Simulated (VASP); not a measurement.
Here is a VASP 6.6.1 calculation.

File INCAR:

```
PREC = Accurate
ENCUT = 520
EDIFF = 1E-6
ISMEAR = 0
SIGMA = 0.05
LREAL = False
LASPH = True
NELM = 100
ALGO = Normal
ISIF = 2
LWAVE = False
LCHARG = False
GGA = PE
IVDW = 12
NBANDS = 16
```

The input KPOINTS:

```
regular mesh
0
Gamma
  12 12 4
```

POSCAR

```
BN
1.0
    2.5061233057      0.0000000000      0.0000000000
   -1.2530616528      2.1703664477      0.0000000000
    0.0000000000      0.0000000000      6.5973571420
B N
2 2
Direct
    0.0000000000      0.0000000000      0.5000000000
    0.3333333333      0.6666666667      0.0000000000
    0.0000000000      0.0000000000      0.0000000000
    0.6666666667      0.3333333333      0.5000000000
```

Potentials or basis: VASP PAW PBE potentials, release 64 (B, N).

The run is started by

```bash
$ cat potpaw_PBE.64/B/POTCAR potpaw_PBE.64/N/POTCAR > POTCAR
$ mpirun -np 1 vasp_std > vasp.out
```

(1) Predict the dispersion energy per atom.

(2) Estimate the pressure.

(3) What does it give for the band gap on the k mesh?

Answers

(1) -0.142 eV.

(2) 0.1 GPa.

(3) 4.35 eV, indirect (least direct gap 4.47 eV).
